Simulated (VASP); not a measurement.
# SiO2 (Ibam) in VASP: dielectric tensor with r2SCAN

Aim: the dielectric tensor of SiO2 with r2SCAN.

Program: VASP 6.6.1. These are calculated values, not measurements. Logs are shortened: lines on timing, memory, paths and dates and some standing lists are left out, and cuts for length are marked.

### 1 The cell of the first run

The typed cell holds 6 atoms: a = 4.611 Å, b = 4.611 Å, c = 4.611 Å, α = 105.04°, β = 104.95°, γ = 118.86°.

### 2 Dielectric tensor, r2SCAN

File INCAR:

```
SYSTEM = SiO2
PREC = Accurate
ENCUT = 580
EDIFF = 1E-8
ISMEAR = 0
SIGMA = 0.01
LREAL = .False.
LASPH = .True.
NELM = 120
ALGO = Normal
ISIF = 2
LWAVE = .False.
LCHARG = .False.
METAGGA = R2SCAN
LMIXTAU = .True.
LCALCEPS = .True.
GGA_COMPAT = .False.
KPAR = 4
```

File KPOINTS:

```
regular mesh
0
Gamma
  6 6 6
  0 0 0
```

File POSCAR:

```
SiO2
1.0
   -2.8058995024      2.8087755226      2.3452081679
    2.8058995024     -2.8087755226      2.3452081679
    2.8058995024      2.8087755226     -2.3452081679
Si O
2 4
Direct
    0.2500000000      0.2500000000      0.0000000000
    0.7500000000      0.7500000000      0.0000000000
    0.1473070228      0.8524439467      0.9997509695
    0.6473070228      0.6475560533      0.2948630761
    0.3526929772      0.3524439467      0.7051369239
    0.8526929772      0.1475560533      0.0002490305
```

Potentials or basis: VASP PAW PBE potentials, release 64 (Si, O).

Launch:

```
cat potpaw_PBE.64/Si/POTCAR potpaw_PBE.64/O/POTCAR > POTCAR
mpirun -np 4 vasp_std > vasp.out
```

OUTCAR:

```text
SYSTEM = SiO2
   PREC = Accurate
   ENCUT = 580
   EDIFF = 1E-8
   ISMEAR = 0
   LREAL = .False.
   LASPH = .True.
   NELM = 120
   ISIF = 2
   METAGGA = R2SCAN

 ion  position               nearest neighbor table
   1  0.250  0.250  0.000-   6 1.66   5 1.66   3 1.66   4 1.66   2 2.35   2 2.35
   2  0.750  0.750  0.000-   3 1.66   4 1.66   5 1.66   6 1.66   1 2.35   1 2.35
   3  0.147  0.852  1.000-   2 1.66   1 1.66
   4  0.647  0.648  0.295-   2 1.66   1 1.66
   5  0.353  0.352  0.705-   1 1.66   2 1.66
   6  0.853  0.148  0.000-   1 1.66   2 1.66

  LATTYP: Found a body centered orthorhombic cell.
 ALAT       =     4.6904163358
 B/A-ratio  =     1.1964394209
 C/A-ratio  =     1.1976657599

  Lattice vectors:

 A1 = (   2.8058995024,  -2.8087755226,   2.3452081679)
 A2 = (  -2.8058995024,  -2.8087755226,  -2.3452081679)
 A3 = (   2.8058995024,   2.8087755226,  -2.3452081679)

Analysis of symmetry for initial positions (statically):
=====================================================================
 Subroutine PRICEL returns:
 Original cell was already a primitive cell.

 Routine SETGRP: Setting up the symmetry group for a
 body centered orthorhombic supercell.

 Subroutine GETGRP returns: Found  8 space group operations
 (whereof  4 operations were pure point group operations)
 out of a pool of  8 trial point group operations.

The static configuration has the point symmetry C_2h.
 The point group associated with its full space group is D_2h.

Analysis of symmetry for dynamics (positions and initial velocities):
=====================================================================
 Subroutine PRICEL returns:
 Original cell was already a primitive cell.

 Routine SETGRP: Setting up the symmetry group for a
 body centered orthorhombic supercell.

 Subroutine GETGRP returns: Found  8 space group operations
 (whereof  4 operations were pure point group operations)
 out of a pool of  8 trial point group operations.

The dynamic configuration has the point symmetry C_2h.
 The point group associated with its full space group is D_2h.

 Subroutine INISYM returns: Found  8 space group operations
 (whereof  4 operations are pure point group operations),
 and found     1 'primitive' translations

----------------------------------------------------------------------------------------

                                     Primitive cell

  volume of cell :      73.9317

  direct lattice vectors                    reciprocal lattice vectors
    -2.805899502  2.808775523  2.345208168     0.000000000  0.178013514  0.213200690
     2.805899502 -2.808775523  2.345208168     0.178195976  0.000000000  0.213200690
     2.805899502  2.808775523 -2.345208168     0.178195976  0.178013514  0.000000000

  length of vectors
     4.611105432  4.611105432  4.611105432     0.277746909  0.277863888  0.251878179

  position of ions in fractional coordinates (direct lattice)
     0.250000000  0.250000000  0.000000000
     0.750000000  0.750000000  0.000000000
     0.147307023  0.852443947  0.999750969
     0.647307023  0.647556053  0.294863076
     0.352692977  0.352443947  0.705136924
     0.852692977  0.147556053  0.000249031

  ion indices of the primitive-cell ions
   primitive index   ion index
                 1           1
                 2           2
                 3           3
                 4           4
                 5           5
                 6           6

----------------------------------------------------------------------------------------

 KPOINTS: regular mesh

Automatic generation of k-mesh.
 Grid dimensions read from file:
 generate k-points for:    6    6    6

 Generating k-lattice:
[... 57 lines left out ...]
   LNONCOLLINEAR =      F non collinear calculations
   LSORBIT =      F    spin-orbit coupling
   LASPH  =      T    aspherical Exc in radial PAW
   ENCUT  =  580.0 eV  42.63 Ry    6.53 a.u.   9.05  9.05  9.05*2*pi/ulx,y,z
   NELM   =    120;   NELMIN=  2; NELMDL= -5     # of ELM steps
   EDIFF  = 0.1E-07   stopping-criterion for ELM
   LREAL  =      F    real-space projection
   EDIFFG = 0.1E-06   stopping-criterion for IOM
   NSW    =      0    number of steps for IOM
   IBRION =     -1    ionic relax: 0-MD 1-quasi-New 2-CG
   NFREE  =      0    steps in history (QN), initial steepest desc. (CG)
   ISIF   =      2    stress and relaxation
   ISYM   =      2    0-nonsym 1-usesym 2-fastsym
   POTIM  = 0.5000    time-step for ionic-motion
   TEBEG  =    0.0;   TEEND  =   0.0 temperature during run
   PSTRESS=    0.0 pullay stress
   NELECT =      32.0000    total number of electrons
   NUPDOWN=      -1.0000    fix difference up-down
   EMIN   =  10.00;   EMAX   =-10.00  energy-range for DOS
   EFERMI =   0.00;   METHOD = LEGACY
   ISMEAR =     0;   SIGMA  =   0.01  broadening in eV -4-tet -1-fermi 0-gaus
   EFERMI_NEDOS =   21; number of points for ismear=-14 and -15
   IALGO  =     38    algorithm
   IMIX   =      4    mixing-type and parameters
     AMIX     =   0.40;   BMIX     =  1.00
     AMIX_MAG =   1.60;   BMIX_MAG =  1.00
  volume/ion in A,a.u.               =      12.32        83.15
  Fermi-wavevector in a.u.,A,eV,Ry     =   1.238363  2.340167 20.865119  1.533543
  Thomas-Fermi vector in A             =   2.372892
   LORBIT       =      0    0 simple, 1 ext, 2 COOP (PROOUT), +10 PAW based schemes
   METAGGA = R2SCAN    functional components
   LHFCALC =     F    Hartree Fock is set to
   AEXX    =    0.0000 exact exchange contribution
   IVDW    =     0    specifies the selected vdW correction
   LEPSILON=     F    determine dielectric tensor
   LRPA    =     F    only Hartree local field effects (RPA)
   LRPA       =     F
 non-spin polarized calculation
 Gauss-broadening in eV      SIGMA  =   0.01
  energy-cutoff  :      580.00
  volume of cell :       73.93
 maximum number of plane-waves:      2370
   NGX = 19   NGY = 19   NGZ = 19

 Total electronic dipole moment: p[elc]=(    -0.00000     0.00545     0.00000 ) |e| Angst

 Total electronic dipole moment: p[elc]=(    -0.00000     0.00000    -0.00000 ) |e| Angst

 number of electron      32.0000000 magnetization

 Free energy of the ion-electron system (eV)
  ---------------------------------------------------
  ext. energy  EPLUGINS =         0.00000000
  ---------------------------------------------------
  free energy    TOTEN  =       -56.86322399 eV

  energy without entropy =      -56.86322399  energy(sigma->0) =      -56.86322399

 E-fermi :   1.0620     XC(G=0):  -9.8491

 val. band max:        1.0027976294   @ k =   0.5000   0.5000   0.5000
 cond. band min:   10000.0000000000   @ k =   0.0000   0.0000   0.0000
 fundamental gap:   9998.9972023706
 Fermi energy:         1.0619988219

 k-point     1 :       0.0000    0.0000    0.0000
  band No.  band energies     occupation
      1     -20.2036      2.00000
      2     -18.4535      2.00000
      3     -17.1246      2.00000
      4     -17.1233      2.00000
      5      -5.8709      2.00000
      6      -4.4334      2.00000
[... 541 lines left out ...]
     19   10000.0000      0.00000
     20   10000.0000      0.00000

 [... further k-points ...]

------------------------ aborting loop because EDIFF is reached ----------------------------------------

            Ionic dipole moment: p[ion]=(     0.00000     0.00000     0.00000 ) |e| Angst

 Total electronic dipole moment: p[elc]=(     0.00000     0.00000     0.00731 ) |e| Angst

 MACROSCOPIC STATIC DIELECTRIC TENSOR (including local field effects)
 ------------------------------------------------------
           2.332856     0.000000     0.000000
           0.000000     2.333236     0.000000
           0.000000     0.000000     2.789631
 ------------------------------------------------------

 PIEZOELECTRIC TENSOR (including local field effects) (e Angst)
          XX          YY          ZZ          XY          YZ          ZX
  --------------------------------------------------------------------------------
  x     0.00000     0.00000     0.00000     0.00000     0.00000     0.00000
  y     0.00000     0.00000     0.00000     0.00000     0.00000     0.00000
  z     0.00000     0.00000     0.00000     0.00000     0.00000     0.00000

 PIEZOELECTRIC TENSOR (including local field effects) (C/m^2)
          XX          YY          ZZ          XY          YZ          ZX
  --------------------------------------------------------------------------------
  x     0.00000     0.00000     0.00000     0.00000     0.00000     0.00000
  y     0.00000     0.00000     0.00000     0.00000     0.00000     0.00000
  z     0.00000     0.00000     0.00000     0.00000     0.00000     0.00000

 BORN EFFECTIVE CHARGES (including local field effects) (in |e|, cummulative output)
 ---------------------------------------------------------------------------------
 ion    1
    1     2.46724    -0.00000     0.00000
    2     0.00000     2.46788     0.00000
    3     0.00000     0.00000     3.92691
 ion    2
    1     2.46724    -0.00000     0.00000
    2     0.00000     2.46788     0.00000
    3     0.00000     0.00000     3.92691
 ion    3
    1    -1.23362     0.35394     0.00000
    2     0.35404    -1.23394     0.00000
    3     0.00000     0.00000    -1.96346
 ion    4
    1    -1.23362    -0.35394     0.00000
    2    -0.35404    -1.23394     0.00000
    3     0.00000     0.00000    -1.96346
 ion    5
    1    -1.23362    -0.35394     0.00000
    2    -0.35404    -1.23394     0.00000
    3     0.00000     0.00000    -1.96346
 ion    6
    1    -1.23362     0.35394     0.00000
    2     0.35404    -1.23394    -0.00000
    3     0.00000     0.00000    -1.96346

  FORCE on cell =-STRESS in cart. coord.  units (eV):
  Direction    XX          YY          ZZ          XY          YZ          ZX
  --------------------------------------------------------------------------------------
  -------------------------------------------------------------------------------------
  Total        0.3969591      0.3972630      0.8148649      0.0000000      0.0000000      0.0000000
  in kB        8.6025223      8.6091074     17.6589828      0.0000000      0.0000000      0.0000000
  external PRESSURE =      11.6235375 kB  Pullay stress =       0.0000000 kB

 VOLUME and BASIS-vectors are now :
 -----------------------------------------------------------------------------
  energy-cutoff  :      580.00
  volume of cell :       73.93
      direct lattice vectors                 reciprocal lattice vectors
    -2.805899502  2.808775523  2.345208168     0.000000000  0.178013514  0.213200690
     2.805899502 -2.808775523  2.345208168     0.178195976  0.000000000  0.213200690
     2.805899502  2.808775523 -2.345208168     0.178195976  0.178013514  0.000000000

 POSITION                                       TOTAL-FORCE (eV/Angst)
 -----------------------------------------------------------------------------------
      0.00000      0.00000      1.17260        -0.000000      0.000000     -0.000000
      0.00000      0.00000      3.51781        -0.000000     -0.000000     -0.000000
      4.78374      0.82750      0.00000        -0.022732      0.023566     -0.000000
      0.82805      0.82750      2.34521         0.022732      0.023566     -0.000000
      1.97784      1.98127      0.00000        -0.022732     -0.023566      0.000000
     -1.97784      1.98127      2.34521         0.022732     -0.023566      0.000000
 -----------------------------------------------------------------------------------
    total drift:                               -0.000000     -0.000000     -0.000000

  FREE ENERGIE OF THE ION-ELECTRON SYSTEM (eV)
  ---------------------------------------------------
  free  energy   TOTEN  =       -56.8632239900 eV

  energy  without entropy=      -56.8632239900  energy(sigma->0) =      -56.86322399
```

It took 24 min on 4 MPI ranks of Intel Xeon Platinum 8259CL at 2.50GHz (Skylake/Cascade Lake), shared host; peak memory 0.85 GiB.

Results:

| Item | Value |
| --- | --- |
| Band gap on the k mesh | 5.71 eV (least direct gap 6.23 eV) |
| Electronic dielectric tensor (diagonal) | 2.33, 2.33, 2.79 |
| Born charges (mean of the diagonal) | Si +2.95; O -1.48 e |

Levels at points of the mesh, in eV from the valence-band top:
```
           k point  band 14  band 15  band 16  band 17  band 18  band 19
(0.00, 0.00, 0.00)    -0.81    -0.52    -0.52     5.71    10.46    10.47
(0.50, 0.00, 0.00)    -1.16    -1.08    -1.08     9.38     9.38     9.79
(0.00, 0.50, 0.00)    -1.16    -1.08    -1.08     9.38     9.38     9.79
(0.50, 0.50, 0.00)    -1.17    -0.49    -0.34     7.41     9.87    10.31
(0.50, 0.50, 0.50)    -1.10    -1.10     0.00     8.77     9.54     9.71
```

Electronic dielectric tensor:
```
2.33 0.00 0.00
0.00 2.33 0.00
0.00 0.00 2.79
```

Born effective charge tensors (e):
atom 1, Si
```
2.47 0.00 0.00
0.00 2.47 0.00
0.00 0.00 3.93
```
atom 2, Si
```
2.47 0.00 0.00
0.00 2.47 0.00
0.00 0.00 3.93
```
atom 3, O
```
-1.23  0.35  0.00
 0.35 -1.23  0.00
 0.00  0.00 -1.96
```
atom 4, O
```
-1.23 -0.35  0.00
-0.35 -1.23  0.00
 0.00  0.00 -1.96
```
atom 5, O
```
-1.23 -0.35  0.00
-0.35 -1.23  0.00
 0.00  0.00 -1.96
```
atom 6, O
```
-1.23  0.35  0.00
 0.35 -1.23  0.00
 0.00  0.00 -1.96
```

Dipole moments of the cell (e·Å, modulo the quantum): ionic 0.000, 0.000, 0.000; electronic 0.000, 0.000, 0.007

Caveat: the PAW data sets were made with another functional, which shifts forces and pressure a little. r2SCAN opens gaps a little over a GGA but as a rule still falls short of measured ones.

The gap in the log of VASP goes by the Fermi energy; the results here count the filled bands.